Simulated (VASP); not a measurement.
# Si8N (P4/mmm) in VASP: further runs

Si8N is run at these levels: PBE; tasks: single point, relaxation of cell and atoms.

All numbers are computed with VASP 6.6.1; they aren't measurements. Logs are shortened: lines on timing, memory, paths and dates and some standing lists are left out, and cuts for length are marked.

### 1 The cell of the first run

Symmetry: P4/mmm, No. 123, tetragonal system. Conventional cell: a = 4.488 Å, b = 4.488 Å, c = 5.465 Å, α = 90.00°, β = 90.00°, γ = 90.00°. Si (site symmetry m2m) has 1 N at 1.22 Å within 1.6 Å. Si (site symmetry m2m) has 3 Si at 1.80 to 1.90 Å within 2.4 Å. N (site symmetry 4/mmm) has 4 Si at 1.22 Å within 1.6 Å.

The cell was generated, and may not be a known phase.

### 2 Single point, PBE

Contents of INCAR:

```
ALGO = Normal
EDIFF = 1E-7
ENCUT = 520
GGA = PE
ISIF = 2
ISMEAR = 0
LASPH = T
LCHARG = F
LREAL = F
LWAVE = F
NBANDS = 28
NELM = 60
PREC = Accurate
SIGMA = 0.1
```

Contents of KPOINTS:

```
k-points
0
Gamma
  4 4 4
```

Contents of POSCAR:

```
Si8N
1.0
    4.4881162100      0.0000000000      0.0000000000
    0.0000000000      4.4881162100      0.0000000000
    0.0000000000      0.0000000000      5.4646210300
Si N
8 1
Direct
    0.2271686000      0.5000000000      0.5000000000
    0.7728314000      0.5000000000      0.5000000000
    0.5000000000      0.2271686000      0.5000000000
    0.5000000000      0.7728314000      0.5000000000
    0.7005356200      0.0000000000      0.0000000000
    0.2994643800      0.0000000000      0.0000000000
    0.0000000000      0.7005356200      0.0000000000
    0.0000000000      0.2994643800      0.0000000000
    0.5000000000      0.5000000000      0.5000000000
```

Potentials or basis: VASP PAW PBE potentials, release 64 (Si, N).

Command:

```console
$ cat potpaw_PBE.64/Si/POTCAR potpaw_PBE.64/N/POTCAR > POTCAR
$ mpirun -np 1 vasp_std > vasp.out
```

OUTCAR:

```text
EDIFF = 1E-7
   ENCUT = 520
   GGA = PE
   ISIF = 2
   ISMEAR = 0
   LASPH = T
   LREAL = F
   NELM = 60
   PREC = Accurate

 ion  position               nearest neighbor table
   1  0.227  0.500  0.500-   9 1.22   4 1.73   3 1.73   2 2.04   2 2.45   8 3.05   7 3.05   7 3.05
                             8 3.05
   2  0.773  0.500  0.500-   9 1.22   4 1.73   3 1.73   1 2.04   1 2.45   7 3.05   7 3.05   8 3.05
                             8 3.05
   3  0.500  0.227  0.500-   9 1.22   2 1.73   1 1.73   4 2.04   4 2.45   6 3.05   5 3.05   5 3.05
                             6 3.05
   4  0.500  0.773  0.500-   9 1.22   2 1.73   1 1.73   3 2.04   3 2.45   5 3.05   5 3.05   6 3.05
                             6 3.05
   5  0.701  0.000  0.000-   6 1.80   7 1.90   8 1.90   6 2.69   4 3.05   3 3.05   3 3.05   4 3.05

   6  0.299  0.000  0.000-   5 1.80   7 1.90   8 1.90   5 2.69   3 3.05   3 3.05   4 3.05   4 3.05

   7  0.000  0.701  0.000-   8 1.80   6 1.90   5 1.90   8 2.69   2 3.05   1 3.05   1 3.05   2 3.05

   8  0.000  0.299  0.000-   7 1.80   6 1.90   5 1.90   7 2.69   1 3.05   1 3.05   2 3.05   2 3.05

   9  0.500  0.500  0.500-   1 1.22   2 1.22   3 1.22   4 1.22

 -----------------------------------------------------------------------------
|                                                                             |
|           W    W    AA    RRRRR   N    N  II  N    N   GGGG   !!!           |
|           W    W   A  A   R    R  NN   N  II  NN   N  G    G  !!!           |
|           W    W  A    A  R    R  N N  N  II  N N  N  G       !!!           |
|           W WW W  AAAAAA  RRRRR   N  N N  II  N  N N  G  GGG   !            |
|           WW  WW  A    A  R   R   N   NN  II  N   NN  G    G                |
|           W    W  A    A  R    R  N    N  II  N    N   GGGG   !!!           |
|                                                                             |
|     The distance between some ions is very small. Please check the          |
|     nearest-neighbor list in the OUTCAR file.                               |
|     I HOPE YOU KNOW WHAT YOU ARE DOING!                                     |
|                                                                             |
 -----------------------------------------------------------------------------

  LATTYP: Found a simple tetragonal cell.
 ALAT       =     4.4881162100
 C/A-ratio  =     1.2175756541

  Lattice vectors:

 A1 = (   4.4881162100,   0.0000000000,   0.0000000000)
 A2 = (   0.0000000000,   4.4881162100,   0.0000000000)
 A3 = (   0.0000000000,   0.0000000000,   5.4646210300)

Analysis of symmetry for initial positions (statically):
=====================================================================
 Subroutine PRICEL returns:
 Original cell was already a primitive cell.

 Routine SETGRP: Setting up the symmetry group for a
 simple tetragonal supercell.

 Subroutine GETGRP returns: Found 16 space group operations
 (whereof 16 operations were pure point group operations)
 out of a pool of 16 trial point group operations.

The static configuration has the point symmetry D_4h.

Analysis of symmetry for dynamics (positions and initial velocities):
=====================================================================
 Subroutine PRICEL returns:
 Original cell was already a primitive cell.

 Routine SETGRP: Setting up the symmetry group for a
 simple tetragonal supercell.

 Subroutine GETGRP returns: Found 16 space group operations
 (whereof 16 operations were pure point group operations)
 out of a pool of 16 trial point group operations.

The dynamic configuration has the point symmetry D_4h.

 Subroutine INISYM returns: Found 16 space group operations
 (whereof 16 operations are pure point group operations),
 and found     1 'primitive' translations

----------------------------------------------------------------------------------------

                                     Primitive cell

  volume of cell :     110.0749

  direct lattice vectors                    reciprocal lattice vectors
     4.488116210  0.000000000  0.000000000     0.222810630  0.000000000  0.000000000
[... 30 lines left out ...]

 KPOINTS: k-points

Automatic generation of k-mesh.
 Grid dimensions read from file:
 generate k-points for:    4    4    4

 Generating k-lattice:

  Cartesian coordinates                     Fractional coordinates (reciprocal lattice)
     0.055702657  0.000000000  0.000000000     0.250000000  0.000000000  0.000000000
     0.000000000  0.055702657  0.000000000     0.000000000  0.250000000  0.000000000
     0.000000000  0.000000000  0.045748827     0.000000000  0.000000000  0.250000000

  Length of vectors
     0.055702657  0.055702657  0.045748827

  Shift w.r.t. Gamma in fractional coordinates (k-lattice)
     0.000000000  0.000000000  0.000000000

 Subroutine IBZKPT returns following result:
 ===========================================

 Found     18 irreducible k-points:

 Following reciprocal coordinates:
            Coordinates               Weight
  0.000000  0.000000  0.000000      1.000000
  0.250000  0.000000  0.000000      4.000000
  0.500000  0.000000  0.000000      2.000000
  0.250000  0.250000  0.000000      4.000000
  0.500000  0.250000  0.000000      4.000000
  0.500000  0.500000  0.000000      1.000000
[... 10 lines left out ...]
  0.500000  0.250000  0.500000      4.000000
  0.500000  0.500000  0.500000      1.000000
   k-points           NKPTS =     18   k-points in BZ     NKDIM =     18   number of bands    NBANDS=     28
   number of dos      NEDOS =    301   number of ions     NIONS =      9
   total plane-waves  NPLWV =  54432
   dimension x,y,z NGX =    36 NGY =   36 NGZ =   42
   dimension x,y,z NGXF=    72 NGYF=   72 NGZF=   84
   ions per type =               8   1
   NGX,Y,Z   is equivalent  to a cutoff of  13.33, 13.33, 12.78 a.u.
   NGXF,Y,Z  is equivalent  to a cutoff of  26.67, 26.67, 25.55 a.u.
 SYSTEM =  unknown system
   PREC   = accura    normal or accurate (medium, high low for compatibility)
   ISTART =      0    job   : 0-new  1-cont  2-samecut
   ICHARG =      2    charge: 1-file 2-atom 10-const
   ISPIN  =      1    spin polarized calculation?
   LNONCOLLINEAR =      F non collinear calculations
   LSORBIT =      F    spin-orbit coupling
   LASPH  =      T    aspherical Exc in radial PAW
   ENCUT  =  520.0 eV  38.22 Ry    6.18 a.u.   8.34  8.34 10.16*2*pi/ulx,y,z
   NELM   =     60;   NELMIN=  2; NELMDL= -5     # of ELM steps
   EDIFF  = 0.1E-06   stopping-criterion for ELM
   LREAL  =      F    real-space projection
   EDIFFG = 0.1E-05   stopping-criterion for IOM
   NSW    =      0    number of steps for IOM
   IBRION =     -1    ionic relax: 0-MD 1-quasi-New 2-CG
   NFREE  =      0    steps in history (QN), initial steepest desc. (CG)
   ISIF   =      2    stress and relaxation
   ISYM   =      2    0-nonsym 1-usesym 2-fastsym
   POTIM  = 0.5000    time-step for ionic-motion
   TEBEG  =    0.0;   TEEND  =   0.0 temperature during run
   PSTRESS=    0.0 pullay stress
   NELECT =      37.0000    total number of electrons
   NUPDOWN=      -1.0000    fix difference up-down
   EMIN   =  10.00;   EMAX   =-10.00  energy-range for DOS
   EFERMI =   0.00;   METHOD = LEGACY
   ISMEAR =     0;   SIGMA  =   0.10  broadening in eV -4-tet -1-fermi 0-gaus
   EFERMI_NEDOS =   21; number of points for ismear=-14 and -15
   IALGO  =     38    algorithm
   IMIX   =      4    mixing-type and parameters
     AMIX     =   0.40;   BMIX     =  1.00
     AMIX_MAG =   1.60;   BMIX_MAG =  1.00
  volume/ion in A,a.u.               =      12.23        82.54
  Fermi-wavevector in a.u.,A,eV,Ry     =   1.138272  2.151022 17.628563  1.295663
  Thomas-Fermi vector in A             =   2.274976
   LORBIT       =      0    0 simple, 1 ext, 2 COOP (PROOUT), +10 PAW based schemes
   GGA     = PE    functional components
   LHFCALC =     F    Hartree Fock is set to
   AEXX    =    0.0000 exact exchange contribution
   IVDW    =     0    specifies the selected vdW correction
   LEPSILON=     F    determine dielectric tensor
   LRPA    =     F    only Hartree local field effects (RPA)
 non-spin polarized calculation
 Gauss-broadening in eV      SIGMA  =   0.10
  energy-cutoff  :      520.00
  volume of cell :      110.07
 maximum number of plane-waves:      3004
 NGX is ok and might be reduce to    36
   NGX = 17   NGY = 17   NGZ = 21

 number of electron      37.0000000 magnetization

 Free energy of the ion-electron system (eV)
  ---------------------------------------------------
  ext. energy  EPLUGINS =         0.00000000
  ---------------------------------------------------
  free energy    TOTEN  =        16.60706506 eV

  energy without entropy =       16.63195299  energy(sigma->0) =       16.61950902

 E-fermi :  10.5121     XC(G=0): -10.9868

 val. band max:       10.4771754885   @ k =   0.5000   0.0000   0.5000
 cond. band min:      10.5549339968   @ k =   0.2500   0.2500   0.5000
 fundamental gap:      0.0777585082
 Fermi energy:        10.5121181533

 k-point     1 :       0.0000    0.0000    0.0000
  band No.  band energies     occupation
      1     -16.3758      2.00000
      2      -6.2103      2.00000
      3      -6.2103      2.00000
      4      -4.1799      2.00000
      5      -3.9338      2.00000
      6       0.6426      2.00000
[... 547 lines left out ...]
     27      15.0270      0.00000
     28      15.4943      0.00000

------------------------ aborting loop because EDIFF is reached ----------------------------------------

  FORCE on cell =-STRESS in cart. coord.  units (eV):
  Direction    XX          YY          ZZ          XY          YZ          ZX
  --------------------------------------------------------------------------------------
  -------------------------------------------------------------------------------------
  Total      237.4590875    237.4590875      1.8287011      0.0000000      0.0000000      0.0000000
  in kB     3456.2976886   3456.2976886     26.6173657      0.0000000      0.0000000      0.0000000
  external PRESSURE =    2313.0709143 kB  Pullay stress =       0.0000000 kB

 VOLUME and BASIS-vectors are now :
 -----------------------------------------------------------------------------
  energy-cutoff  :      520.00
  volume of cell :      110.07
      direct lattice vectors                 reciprocal lattice vectors
     4.488116210  0.000000000  0.000000000     0.222810630  0.000000000  0.000000000
     0.000000000  4.488116210  0.000000000     0.000000000  0.222810630  0.000000000
     0.000000000  0.000000000  5.464621030     0.000000000  0.000000000  0.182995306

 POSITION                                       TOTAL-FORCE (eV/Angst)
 -----------------------------------------------------------------------------------
      1.01956      2.24406      2.73231       -61.095551      0.000000      0.000000
      3.46856      2.24406      2.73231        61.095551      0.000000      0.000000
      2.24406      1.01956      2.73231         0.000000    -61.095551     -0.000000
      2.24406      3.46856      2.73231         0.000000     61.095551      0.000000
      3.14409      0.00000      0.00000         0.965335      0.000000     -0.000000
      1.34403      0.00000      0.00000        -0.965335      0.000000      0.000000
      0.00000      3.14409      0.00000         0.000000      0.965335      0.000000
      0.00000      1.34403      0.00000         0.000000     -0.965335     -0.000000
      2.24406      2.24406      2.73231         0.000000      0.000000      0.000000
 -----------------------------------------------------------------------------------
    total drift:                                0.000000      0.000000      0.000000

  FREE ENERGIE OF THE ION-ELECTRON SYSTEM (eV)
  ---------------------------------------------------
  free  energy   TOTEN  =        16.6070650599 eV

  energy  without entropy=       16.6319529874  energy(sigma->0) =       16.61950902
```

It took 60 s on 1 thread of Intel Xeon Platinum 8259CL at 2.50GHz (Skylake/Cascade Lake), shared host; peak memory 0.22 GiB.

What came out:

| Item | Value |
| --- | --- |
| Free energy | 16.6071 eV |
| Pressure | 231.3 GPa |
| Largest force | 61.096 eV/Å |
| Band gap on the k mesh | zero (an odd number of electrons rules out a gap without spin polarisation) |

Forces in eV/Å, atoms in the order of the input:
```
Si  -61.096   0.000   0.000
Si   61.096   0.000   0.000
Si    0.000 -61.096   0.000
Si    0.000  61.096   0.000
Si    0.965   0.000   0.000
Si   -0.965   0.000   0.000
Si    0.000   0.965   0.000
Si    0.000  -0.965   0.000
N     0.000   0.000   0.000
```

Stress tensor (GPa, compression positive):
```
345.63   0.00   0.00
  0.00 345.63   0.00
  0.00   0.00   2.66
```

Caveat: atoms lie so close that the PAW spheres overlap strongly, which falsifies energies and pressures; the stress differs along the axes, from 3 to 346 GPa; an odd number of electrons without spin polarisation forces a metal; a magnetic or distorted state may lie lower.

(Part 1 of 2 ends here.)

The gap in the log of VASP goes by the Fermi energy; the results here count the filled bands.